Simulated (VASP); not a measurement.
# KCl (I4mm) in VASP: single point with PBEsol

Aim: the single point of KCl with PBEsol.

Everything below comes from runs of VASP 6.6.1. Logs are shortened: lines on timing, memory, paths and dates and some standing lists are left out, and cuts for length are marked.

**1. The cell of the first run**

It takes space group I4mm (No. 107, tetragonal). Conventional cell: a = 4.463 Å, b = 4.463 Å, c = 6.312 Å, α = 90.00°, β = 90.00°, γ = 90.00°. K (site symmetry 4mm) has 6 Cl at 2.93 to 3.38 Å within 3.9 Å. Cl (site symmetry 4mm) has 6 K at 2.93 to 3.38 Å within 3.9 Å.

**2. Single point, PBEsol (one atom moved)**

Input file INCAR:

```
PREC = Accurate ; ENCUT = 520
EDIFF = 1E-7 ; ISMEAR = 0
SIGMA = 0.02 ; LREAL = F
LASPH = T ; NELM = 80
ALGO = Normal ; ISIF = 2
LWAVE = F ; LCHARG = F
GGA = PS ; NBANDS = 15
```

Input file KPOINTS:

```
Automatic mesh
0
Gamma
  6 6 6
```

Input file POSCAR:

```
KCl
1.0
    0.0000000000      3.1561000000      3.1561000000
    3.1561000000      0.0000000000      3.1561000000
    3.1561000000      3.1561000000      0.0000000000
K Cl
1 1
Direct
    0.0000000000      0.0000000000      0.0000000000
    0.5356452584      0.4643547416      0.5356452584
```

Potentials or basis: VASP PAW PBE potentials, release 64 (K_sv, Cl).

The run is started by

```
$ cat potpaw_PBE.64/K_sv/POTCAR potpaw_PBE.64/Cl/POTCAR > POTCAR
$ mpirun -np 1 vasp_std > vasp.out
```

OUTCAR:

```text
PREC = Accurate
   ENCUT = 520
   EDIFF = 1E-7
   ISMEAR = 0
   LREAL = F
   LASPH = T
   NELM = 80
   ISIF = 2
   GGA = PS

 ion  position               nearest neighbor table
   1  0.000  0.000  0.000-   2 2.93   2 3.16   2 3.16   2 3.16   2 3.16
   2  0.536  0.464  0.536-   1 2.93   1 3.16   1 3.16   1 3.16   1 3.16

  LATTYP: Found a face centered cubic cell.
 ALAT       =     6.3122000000

  Lattice vectors:

 A1 = (   0.0000000000,   3.1561000000,   3.1561000000)
 A2 = (   3.1561000000,   0.0000000000,   3.1561000000)
 A3 = (   3.1561000000,   3.1561000000,   0.0000000000)

Analysis of symmetry for initial positions (statically):
=====================================================================
 Subroutine PRICEL returns:
 Original cell was already a primitive cell.

 Routine SETGRP: Setting up the symmetry group for a
 face centered cubic supercell.

 Subroutine GETGRP returns: Found  8 space group operations
 (whereof  8 operations were pure point group operations)
 out of a pool of 48 trial point group operations.

The static configuration has the point symmetry C_4v.

Analysis of symmetry for dynamics (positions and initial velocities):
=====================================================================
 Subroutine PRICEL returns:
 Original cell was already a primitive cell.

 Routine SETGRP: Setting up the symmetry group for a
 face centered cubic supercell.

 Subroutine GETGRP returns: Found  8 space group operations
 (whereof  8 operations were pure point group operations)
 out of a pool of 48 trial point group operations.

The dynamic configuration has the point symmetry C_4v.

 Subroutine INISYM returns: Found  8 space group operations
 (whereof  8 operations are pure point group operations),
 and found     1 'primitive' translations

----------------------------------------------------------------------------------------

                                     Primitive cell

  volume of cell :      62.8756

  direct lattice vectors                    reciprocal lattice vectors
     0.000000000  3.156100000  3.156100000    -0.158423371  0.158423371  0.158423371
     3.156100000  0.000000000  3.156100000     0.158423371 -0.158423371  0.158423371
     3.156100000  3.156100000  0.000000000     0.158423371  0.158423371 -0.158423371

  length of vectors
     4.463399424  4.463399424  4.463399424     0.274397327  0.274397327  0.274397327

  position of ions in fractional coordinates (direct lattice)
     0.000000000  0.000000000  0.000000000
     0.535645258  0.464354742  0.535645258

  ion indices of the primitive-cell ions
   primitive index   ion index
                 1           1
                 2           2

----------------------------------------------------------------------------------------

 KPOINTS: Automatic mesh

Automatic generation of k-mesh.
 Grid dimensions read from file:
 generate k-points for:    6    6    6

 Generating k-lattice:

  Cartesian coordinates                     Fractional coordinates (reciprocal lattice)
    -0.026403895  0.026403895  0.026403895     0.166666667  0.000000000  0.000000000
     0.026403895 -0.026403895  0.026403895     0.000000000  0.166666667  0.000000000
     0.026403895  0.026403895 -0.026403895     0.000000000  0.000000000  0.166666667

  Length of vectors
     0.045732888  0.045732888  0.045732888

  Shift w.r.t. Gamma in fractional coordinates (k-lattice)
     0.000000000  0.000000000  0.000000000

 Subroutine IBZKPT returns following result:
 ===========================================

 Found     30 irreducible k-points:

 Following reciprocal coordinates:
            Coordinates               Weight
  0.000000  0.000000  0.000000      1.000000
  0.166667  0.000000  0.000000      8.000000
  0.333333  0.000000  0.000000      8.000000
  0.500000  0.000000  0.000000      4.000000
  0.166667  0.166667  0.000000      4.000000
  0.166667  0.000000  0.166667      2.000000
[... 16 lines left out ...]
  0.500000  0.333333  0.166667      8.000000
  0.166667  0.500000  0.333333      8.000000
 [... further k-points ...]
   k-points           NKPTS =     30   k-points in BZ     NKDIM =     30   number of bands    NBANDS=     15
   number of dos      NEDOS =    301   number of ions     NIONS =      2
   total plane-waves  NPLWV =  46656
   dimension x,y,z NGX =    36 NGY =   36 NGZ =   36
   dimension x,y,z NGXF=    72 NGYF=   72 NGZF=   72
   ions per type =               1   1
   NGX,Y,Z   is equivalent  to a cutoff of  13.41, 13.41, 13.41 a.u.
   NGXF,Y,Z  is equivalent  to a cutoff of  26.82, 26.82, 26.82 a.u.
 SYSTEM =  unknown system
   PREC   = accura    normal or accurate (medium, high low for compatibility)
   ISTART =      0    job   : 0-new  1-cont  2-samecut
   ICHARG =      2    charge: 1-file 2-atom 10-const
   ISPIN  =      1    spin polarized calculation?
   LNONCOLLINEAR =      F non collinear calculations
   LSORBIT =      F    spin-orbit coupling
   LASPH  =      T    aspherical Exc in radial PAW
   ENCUT  =  520.0 eV  38.22 Ry    6.18 a.u.   8.30  8.30  8.30*2*pi/ulx,y,z
   NELM   =     80;   NELMIN=  2; NELMDL= -5     # of ELM steps
   EDIFF  = 0.1E-06   stopping-criterion for ELM
   LREAL  =      F    real-space projection
   EDIFFG = 0.1E-05   stopping-criterion for IOM
   NSW    =      0    number of steps for IOM
   IBRION =     -1    ionic relax: 0-MD 1-quasi-New 2-CG
   NFREE  =      0    steps in history (QN), initial steepest desc. (CG)
   ISIF   =      2    stress and relaxation
   ISYM   =      2    0-nonsym 1-usesym 2-fastsym
   POTIM  = 0.5000    time-step for ionic-motion
   TEBEG  =    0.0;   TEEND  =   0.0 temperature during run
   PSTRESS=    0.0 pullay stress
   NELECT =      16.0000    total number of electrons
   NUPDOWN=      -1.0000    fix difference up-down
   EMIN   =  10.00;   EMAX   =-10.00  energy-range for DOS
   EFERMI =   0.00;   METHOD = LEGACY
   ISMEAR =     0;   SIGMA  =   0.02  broadening in eV -4-tet -1-fermi 0-gaus
   EFERMI_NEDOS =   21; number of points for ismear=-14 and -15
   IALGO  =     38    algorithm
   IMIX   =      4    mixing-type and parameters
     AMIX     =   0.40;   BMIX     =  1.00
     AMIX_MAG =   1.60;   BMIX_MAG =  1.00
  volume/ion in A,a.u.               =      31.44       212.15
  Fermi-wavevector in a.u.,A,eV,Ry     =   1.037419  1.960437 14.643101  1.076238
  Thomas-Fermi vector in A             =   2.171856
   LORBIT       =      0    0 simple, 1 ext, 2 COOP (PROOUT), +10 PAW based schemes
   GGA     = PS    functional components
   LHFCALC =     F    Hartree Fock is set to
   AEXX    =    0.0000 exact exchange contribution
   IVDW    =     0    specifies the selected vdW correction
   LEPSILON=     F    determine dielectric tensor
   LRPA    =     F    only Hartree local field effects (RPA)
 non-spin polarized calculation
 Gauss-broadening in eV      SIGMA  =   0.02
  energy-cutoff  :      520.00
  volume of cell :       62.88
 maximum number of plane-waves:      1711
 NGX is ok and might be reduce to    36
   NGX = 17   NGY = 17   NGZ = 17

 number of electron      15.9999998 magnetization

 Free energy of the ion-electron system (eV)
  ---------------------------------------------------
  ext. energy  EPLUGINS =         0.00000000
  ---------------------------------------------------
  free energy    TOTEN  =        -6.98915714 eV

  energy without entropy =       -6.98915714  energy(sigma->0) =       -6.98915714

 E-fermi :  -1.7634     XC(G=0):  -7.6712

 val. band max:       -1.9590974256   @ k =   0.0000   0.0000   0.0000
 cond. band min:       3.0502050215   @ k =   0.0000   0.0000   0.0000
 fundamental gap:      5.0093024472
 Fermi energy:        -1.7633632310

 k-point     1 :       0.0000    0.0000    0.0000
  band No.  band energies     occupation
      1     -28.9918      2.00000
      2     -14.0434      2.00000
      3     -12.5184      2.00000
      4     -12.5184      2.00000
      5     -12.5126      2.00000
      6      -1.9619      2.00000
      7      -1.9619      2.00000
      8      -1.9591      2.00000
      9       3.0502      0.00000
     10       6.3854      0.00000
     11       6.4044      0.00000
     12       6.4044      0.00000
     13       7.2514      0.00000
     14       7.3490      0.00000
     15      10.6597      0.00000

 k-point     2 :       0.1667    0.0000    0.0000
  band No.  band energies     occupation
      1     -28.9891      2.00000
      2     -14.0922      2.00000
      3     -12.5304      2.00000
      4     -12.5211      2.00000
      5     -12.4419      2.00000
      6      -2.2781      2.00000
      7      -2.0422      2.00000
      8      -2.0355      2.00000
      9       3.6848      0.00000
     10       6.1607      0.00000
     11       6.6996      0.00000
     12       6.7081      0.00000
     13       7.6602      0.00000
     14       7.7666      0.00000
     15      11.5971      0.00000

 k-point     3 :       0.3333    0.0000    0.0000
  band No.  band energies     occupation
      1     -28.9838      2.00000
      2     -14.1805      2.00000
      3     -12.5354      2.00000
      4     -12.5264      2.00000
      5     -12.3282      2.00000
      6      -2.7889      2.00000
      7      -2.1948      2.00000
      8      -2.1878      2.00000
      9       4.9059      0.00000
     10       6.1676      0.00000
     11       7.5577      0.00000
     12       7.5632      0.00000
     13       8.6313      0.00000
     14       8.7541      0.00000
     15      10.7127      0.00000
[... 343 lines left out ...]
 k-point    23 :       0.5000    0.3333    0.1667
  band No.  band energies     occupation
      1     -28.9804      2.00000
      2     -14.1053      2.00000
      3     -12.5798      2.00000
      4     -12.5645      2.00000
      5     -12.3957      2.00000
      6      -2.7077      2.00000
      7      -2.2684      2.00000
      8      -2.2570      2.00000
      9       5.5107      0.00000
     10       5.7001      0.00000
     11       7.8546      0.00000
     12       8.3383      0.00000
     13       8.5401      0.00000
     14       9.2432      0.00000
     15       9.6909      0.00000

 k-point    24 :       0.1667    0.5000    0.3333
  band No.  band energies     occupation
      1     -28.9804      2.00000
      2     -14.1044      2.00000
      3     -12.5989      2.00000
      4     -12.5514      2.00000
      5     -12.3923      2.00000
      6      -2.7090      2.00000
      7      -2.2821      2.00000
      8      -2.2220      2.00000
      9       5.4098      0.00000
     10       5.7094      0.00000
     11       7.7416      0.00000
     12       8.6093      0.00000
     13       8.6700      0.00000
     14       8.9607      0.00000
     15       9.7708      0.00000

 [... further k-points ...]
[... 5 lines left out ...]
  --------------------------------------------------------------------------------------
  -------------------------------------------------------------------------------------
  Total       -0.2286463      0.2631346     -0.2286463     -0.0000000      0.0000000      0.0000000
  in kB       -5.8262961      6.7051155     -5.8262961     -0.0000000      0.0000000      0.0000000
  external PRESSURE =      -1.6491589 kB  Pullay stress =       0.0000000 kB

 VOLUME and BASIS-vectors are now :
 -----------------------------------------------------------------------------
  energy-cutoff  :      520.00
  volume of cell :       62.88
      direct lattice vectors                 reciprocal lattice vectors
     0.000000000  3.156100000  3.156100000    -0.158423371  0.158423371  0.158423371
     3.156100000  0.000000000  3.156100000     0.158423371 -0.158423371  0.158423371
     3.156100000  3.156100000  0.000000000     0.158423371  0.158423371 -0.158423371

 POSITION                                       TOTAL-FORCE (eV/Angst)
 -----------------------------------------------------------------------------------
      0.00000      0.00000      0.00000         0.000000      0.304596      0.000000
      3.15610      3.38110      3.15610         0.000000     -0.304596      0.000000
 -----------------------------------------------------------------------------------
    total drift:                               -0.000000      0.000096     -0.000000

  FREE ENERGIE OF THE ION-ELECTRON SYSTEM (eV)
  ---------------------------------------------------
  free  energy   TOTEN  =        -6.9891571425 eV

  energy  without entropy=       -6.9891571425  energy(sigma->0) =       -6.98915714
```

Run time: 33 s. Hardware: 1 thread of AMD EPYC 7R13, shared host; peak memory 0.21 GiB.

What came out:

- Free energy: -6.9892 eV
- Pressure: -0.2 GPa
- Largest force: 0.305 eV/Å
- Band gap on the k mesh: 5.01 eV, direct

Forces on the atoms (eV/Å):
```
K    0.000  0.305  0.000
Cl   0.000 -0.305  0.000
```

Stress tensor (GPa, compression positive):
```
-0.58  0.00  0.00
 0.00  0.67  0.00
 0.00  0.00 -0.58
```

Caveat: the cell differs from its parent crystal (one atom moved); the PAW data sets were made with another functional, which shifts forces and pressure a little.
